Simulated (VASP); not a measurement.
# SrO (Fm-3m) in VASP: notebook, part 2 of 3

VASP 6.6.1. Earlier steps stand in the parts before.

## Step 4: Single point, PBEsol+D4

The input, INCAR:

```
SYSTEM = SrO
PREC = Accurate
ENCUT = 520
EDIFF = 1E-6
ISMEAR = 0
SIGMA = 0.01
LREAL = .False.
LASPH = .True.
NELM = 100
ALGO = Normal
ISIF = 2
LWAVE = .False.
LCHARG = .False.
GGA = PS
IVDW = 13
NBANDS = 15
```

The input, KPOINTS:

```
regular mesh
0
Gamma
  6 6 6
  0 0 0
```

The input, POSCAR:

```
SrO
1.0
    0.0000000000      2.5798927166      2.5798927166
    2.5798927166      0.0000000000      2.5798927166
    2.5798927166      2.5798927166      0.0000000000
Sr O
1 1
Direct
    0.5000000000      0.5000000000      0.5000000000
    0.0000000000      0.0000000000      0.0000000000
```

Potentials or basis: VASP PAW PBE potentials, release 64 (Sr_sv, O).

The run is started by

```console
$ cat potpaw_PBE.64/Sr_sv/POTCAR potpaw_PBE.64/O/POTCAR > POTCAR
$ mpirun -np 1 vasp_std > vasp.out
```

OUTCAR:

```text
SYSTEM = SrO
   PREC = Accurate
   ENCUT = 520
   EDIFF = 1E-6
   ISMEAR = 0
   LREAL = .False.
   LASPH = .True.
   NELM = 100
   ISIF = 2
   GGA = PS
   IVDW = 13

 ion  position               nearest neighbor table
   1  0.500  0.500  0.500-   2 2.58   2 2.58   2 2.58   2 2.58   2 2.58   2 2.58
   2  0.000  0.000  0.000-   1 2.58   1 2.58   1 2.58   1 2.58   1 2.58   1 2.58

  LATTYP: Found a face centered cubic cell.
 ALAT       =     5.1597854332

  Lattice vectors:

 A1 = (   0.0000000000,   2.5798927166,   2.5798927166)
 A2 = (   2.5798927166,   0.0000000000,   2.5798927166)
 A3 = (   2.5798927166,   2.5798927166,   0.0000000000)
[... 462 lines left out ...]

  DFT-D4 for vdW energy calculation

  Edisp (eV):   -0.19823

  FORCE on cell =-STRESS in cart. coord.  units (eV):
  Direction    XX          YY          ZZ          XY          YZ          ZX
  --------------------------------------------------------------------------------------
  -------------------------------------------------------------------------------------
  Total      -0.50608    -0.50608    -0.50608    -0.00000     0.00000     0.00000
  in kB     -23.60987   -23.60987   -23.60987    -0.00000     0.00000     0.00000
  external pressure =      -23.61 kB  Pullay stress =        0.00 kB

 VOLUME and BASIS-vectors are now :
 -----------------------------------------------------------------------------
  energy-cutoff  :      520.00
  volume of cell :       34.34
      direct lattice vectors                 reciprocal lattice vectors
     0.000000000  2.579892717  2.579892717    -0.193806509  0.193806509  0.193806509
     2.579892717  0.000000000  2.579892717     0.193806509 -0.193806509  0.193806509
     2.579892717  2.579892717  0.000000000     0.193806509  0.193806509 -0.193806509

 POSITION                                       TOTAL-FORCE (eV/Angst)
 -----------------------------------------------------------------------------------
      2.57989      2.57989      2.57989         0.000000      0.000000     -0.000000
      0.00000      0.00000      0.00000        -0.000000     -0.000000      0.000000
 -----------------------------------------------------------------------------------
    total drift:                                0.000000      0.000000      0.000000

  FREE ENERGIE OF THE ION-ELECTRON SYSTEM (eV)
  ---------------------------------------------------
  free  energy   TOTEN  =       -12.8359930706 eV

  energy  without entropy=      -12.8359930706  energy(sigma->0) =      -12.83599307
```

It took 16 s on 1 thread of AMD EPYC 7R43 (Zen 3), shared host; peak memory 0.12 GiB.

Results:

```yaml
Free_energy: -12.8360 eV
Pressure: -2.4 GPa
Band_gap_on_the_k_mesh: 3.16 eV (least direct gap 3.26 eV)
Dispersion_energy_per_atom: -0.099 eV
```

Caveat: the PAW data sets were made with another functional, which shifts forces and pressure a little. A hybrid or GW would open this gap; PBEsol tends to underestimate it.

## Step 5: Single point, PBEsol

The input, INCAR:

```
PREC     = Accurate       # precision mode
ENCUT    = 520            # plane-wave cutoff, eV
EDIFF    = 1E-6           # SCF threshold, eV
ISMEAR   = -5             # smearing method
SIGMA    = 0.1            # smearing width, eV
LREAL    = False          # projectors in reciprocal space
LASPH    = True           # aspherical terms in the spheres
NELM     = 60             # most SCF steps
ALGO     = Normal         # electronic algorithm
ISIF     = 2              # what is computed and relaxed
LWAVE    = False          # write WAVECAR
LCHARG   = False          # write CHGCAR
GGA      = PS             # functional
NBANDS   = 15             # bands
```

The input, KPOINTS:

```
regular mesh
0
Gamma
  6 6 6
```

POSCAR is that of step 4.

Potentials or basis: VASP PAW PBE potentials, release 64 (Sr_sv, O).

The run is started by

```console
$ cat potpaw_PBE.64/Sr_sv/POTCAR potpaw_PBE.64/O/POTCAR > POTCAR
$ mpirun -np 1 vasp_std > vasp.out
```

OUTCAR:

```text
PREC = Accurate
   ENCUT = 520
   EDIFF = 1E-6
   ISMEAR = -5
   LREAL = False
   LASPH = True
   NELM = 60
   ISIF = 2
   GGA = PS

 ion  position               nearest neighbor table
   1  0.500  0.500  0.500-   2 2.58   2 2.58   2 2.58   2 2.58   2 2.58   2 2.58
   2  0.000  0.000  0.000-   1 2.58   1 2.58   1 2.58   1 2.58   1 2.58   1 2.58

  LATTYP: Found a face centered cubic cell.
 ALAT       =     5.1597854332

  Lattice vectors:

 A1 = (   0.0000000000,   2.5798927166,   2.5798927166)
 A2 = (   2.5798927166,   0.0000000000,   2.5798927166)
 A3 = (   2.5798927166,   2.5798927166,   0.0000000000)

Analysis of symmetry for initial positions (statically):
=====================================================================
 Subroutine PRICEL returns:
 Original cell was already a primitive cell.

 Routine SETGRP: Setting up the symmetry group for a
 face centered cubic supercell.

 Subroutine GETGRP returns: Found 48 space group operations
 (whereof 48 operations were pure point group operations)
 out of a pool of 48 trial point group operations.

The static configuration has the point symmetry O_h .

Analysis of symmetry for dynamics (positions and initial velocities):
=====================================================================
 Subroutine PRICEL returns:
 Original cell was already a primitive cell.

 Routine SETGRP: Setting up the symmetry group for a
 face centered cubic supercell.

 Subroutine GETGRP returns: Found 48 space group operations
 (whereof 48 operations were pure point group operations)
 out of a pool of 48 trial point group operations.

The dynamic configuration has the point symmetry O_h .

 Subroutine INISYM returns: Found 48 space group operations
 (whereof 48 operations are pure point group operations),
 and found     1 'primitive' translations

----------------------------------------------------------------------------------------

                                     Primitive cell

  volume of cell :      34.3427

  direct lattice vectors                    reciprocal lattice vectors
     0.000000000  2.579892717  2.579892717    -0.193806509  0.193806509  0.193806509
     2.579892717  0.000000000  2.579892717     0.193806509 -0.193806509  0.193806509
     2.579892717  2.579892717  0.000000000     0.193806509  0.193806509 -0.193806509

  length of vectors
     3.648519269  3.648519269  3.648519269     0.335682720  0.335682720  0.335682720

  position of ions in fractional coordinates (direct lattice)
     0.500000000  0.500000000  0.500000000
     0.000000000  0.000000000  0.000000000

  ion indices of the primitive-cell ions
   primitive index   ion index
                 1           1
                 2           2

----------------------------------------------------------------------------------------

 KPOINTS: regular mesh

Automatic generation of k-mesh.
 Grid dimensions read from file:
 generate k-points for:    6    6    6

 Generating k-lattice:

  Cartesian coordinates                     Fractional coordinates (reciprocal lattice)
[... 33 lines left out ...]
 -0.333333  0.333333  0.166667     24.000000
 -0.333333  0.500000  0.166667     12.000000
   k-points           NKPTS =     16   k-points in BZ     NKDIM =     16   number of bands    NBANDS=     15
   number of dos      NEDOS =    301   number of ions     NIONS =      2
   total plane-waves  NPLWV =  21952
   dimension x,y,z NGX =    28 NGY =   28 NGZ =   28
   dimension x,y,z NGXF=    56 NGYF=   56 NGZF=   56
   ions per type =               1   1
   NGX,Y,Z   is equivalent  to a cutoff of  12.76, 12.76, 12.76 a.u.
   NGXF,Y,Z  is equivalent  to a cutoff of  25.52, 25.52, 25.52 a.u.
 SYSTEM =  unknown system
   PREC   = accura    normal or accurate (medium, high low for compatibility)
   ISTART =      0    job   : 0-new  1-cont  2-samecut
   ICHARG =      2    charge: 1-file 2-atom 10-const
   ISPIN  =      1    spin polarized calculation?
   LNONCOLLINEAR =      F non collinear calculations
   LSORBIT =      F    spin-orbit coupling
   LASPH  =      T    aspherical Exc in radial PAW
   ENCUT  =  520.0 eV  38.22 Ry    6.18 a.u.   6.78  6.78  6.78*2*pi/ulx,y,z
   NELM   =     60;   NELMIN=  2; NELMDL= -5     # of ELM steps
   EDIFF  = 0.1E-05   stopping-criterion for ELM
   LREAL  =      F    real-space projection
   EDIFFG = 0.1E-04   stopping-criterion for IOM
   NSW    =      0    number of steps for IOM
   IBRION =     -1    ionic relax: 0-MD 1-quasi-New 2-CG
   NFREE  =      0    steps in history (QN), initial steepest desc. (CG)
   ISIF   =      2    stress and relaxation
   ISYM   =      2    0-nonsym 1-usesym 2-fastsym
   POTIM  = 0.5000    time-step for ionic-motion
   TEBEG  =    0.0;   TEEND  =   0.0 temperature during run
   PSTRESS=    0.0 pullay stress
   NELECT =      16.0000    total number of electrons
   NUPDOWN=      -1.0000    fix difference up-down
   EMIN   =  10.00;   EMAX   =-10.00  energy-range for DOS
   EFERMI =   0.00;   METHOD = LEGACY
   ISMEAR =    -5;   SIGMA  =   0.10  broadening in eV -4-tet -1-fermi 0-gaus
   EFERMI_NEDOS =   21; number of points for ismear=-14 and -15
   IALGO  =     38    algorithm
   IMIX   =      4    mixing-type and parameters
     AMIX     =   0.40;   BMIX     =  1.00
     AMIX_MAG =   1.60;   BMIX_MAG =  1.00
  volume/ion in A,a.u.               =      17.17       115.88
  Fermi-wavevector in a.u.,A,eV,Ry     =   1.269121  2.398292 21.914485  1.610669
  Thomas-Fermi vector in A             =   2.402180
   LORBIT       =      0    0 simple, 1 ext, 2 COOP (PROOUT), +10 PAW based schemes
   GGA     = PS    functional components
   LHFCALC =     F    Hartree Fock is set to
   AEXX    =    0.0000 exact exchange contribution
   IVDW    =     0    specifies the selected vdW correction
   LEPSILON=     F    determine dielectric tensor
   LRPA    =     F    only Hartree local field effects (RPA)
 non-spin polarized calculation
 Fermi weights with tetrahedron method with Bloechl corrections
  energy-cutoff  :      520.00
  volume of cell :       34.34
 maximum number of plane-waves:       941
   NGX = 13   NGY = 13   NGZ = 13

 number of electron      15.9999998 magnetization

 Free energy of the ion-electron system (eV)
  ---------------------------------------------------
  ext. energy  EPLUGINS =         0.00000000
  ---------------------------------------------------
  free energy    TOTEN  =       -12.63775965 eV

  energy without entropy =      -12.63775965  energy(sigma->0) =      -12.63775965

 E-fermi :   1.5379     XC(G=0): -10.2276

 val. band max:        1.4403131718   @ k =   0.0000   0.0000   0.0000
 cond. band min:       4.6027856681   @ k =   0.5000   0.5000   0.0000
 fundamental gap:      3.1624724963
 Fermi energy:         1.5379132577

 k-point     1 :       0.0000    0.0000    0.0000
  band No.  band energies     occupation
      1     -30.8327      2.00000
      2     -13.5445      2.00000
      3     -12.4962      2.00000
      4     -12.4962      2.00000
      5     -12.4962      2.00000
      6       1.4403      2.00000
      7       1.4403      2.00000
      8       1.4403      2.00000
      9       5.1904      0.00000
     10       7.5804      0.00000
     11       7.5804      0.00000
     12       7.5804      0.00000
     13       9.7517      0.00000
     14       9.7517      0.00000
[... 257 lines left out ...]
      2     -14.0987      2.00000
      3     -13.3118      2.00000
      4     -13.0162      2.00000
      5     -12.0919      2.00000
      6       0.5504      2.00000
      7       0.9586      2.00000
      8       1.0872      2.00000
      9       5.9852      0.00000
     10       8.9004      0.00000
     11       9.8010      0.00000
     12      12.3833      0.00000
     13      12.5281      0.00000
     14      14.1555      0.00000
     15      14.7542      0.00000

------------------------ aborting loop because EDIFF is reached ----------------------------------------

  FORCE on cell =-STRESS in cart. coord.  units (eV):
  Direction    XX          YY          ZZ          XY          YZ          ZX
  --------------------------------------------------------------------------------------
  -------------------------------------------------------------------------------------
  Total       -0.2939914     -0.2939914     -0.2939914      0.0000000      0.0000000      0.0000000
  in kB      -13.7154571    -13.7154571    -13.7154571      0.0000000      0.0000000      0.0000000
  external PRESSURE =     -13.7154571 kB  Pullay stress =       0.0000000 kB

 VOLUME and BASIS-vectors are now :
 -----------------------------------------------------------------------------
  energy-cutoff  :      520.00
  volume of cell :       34.34
      direct lattice vectors                 reciprocal lattice vectors
     0.000000000  2.579892717  2.579892717    -0.193806509  0.193806509  0.193806509
     2.579892717  0.000000000  2.579892717     0.193806509 -0.193806509  0.193806509
     2.579892717  2.579892717  0.000000000     0.193806509  0.193806509 -0.193806509

 POSITION                                       TOTAL-FORCE (eV/Angst)
 -----------------------------------------------------------------------------------
      2.57989      2.57989      2.57989        -0.000000      0.000000      0.000000
      0.00000      0.00000      0.00000         0.000000     -0.000000     -0.000000
 -----------------------------------------------------------------------------------
    total drift:                                0.000000      0.000000      0.000000

  FREE ENERGIE OF THE ION-ELECTRON SYSTEM (eV)
  ---------------------------------------------------
  free  energy   TOTEN  =       -12.6377596504 eV

  energy  without entropy=      -12.6377596504  energy(sigma->0) =      -12.63775965
```

Wall time 14 s (1 thread of AMD EPYC 7R43 (Zen 3), shared host); peak memory 0.12 GiB.

Results:

| Property | Result |
| --- | --- |
| Free energy | -12.6378 eV |
| Pressure | -1.4 GPa |
| Band gap on the k mesh | 3.16 eV (least direct gap 3.26 eV) |

Levels at points of the mesh, in eV from the valence-band top:
```
           k point  band 6  band 7  band 8  band 9  band 10  band 11
(0.00, 0.00, 0.00)    0.00    0.00    0.00    3.75     6.14     6.14
(0.50, 0.00, 0.00)   -2.20   -1.13   -1.13    6.45     8.20     8.79
(0.50, 0.50, 0.00)   -0.46   -0.09   -0.09    3.16     7.68    10.13
```

Caveat: the PAW data sets were made with another functional, which shifts forces and pressure a little.

[end of part 2 of 3]
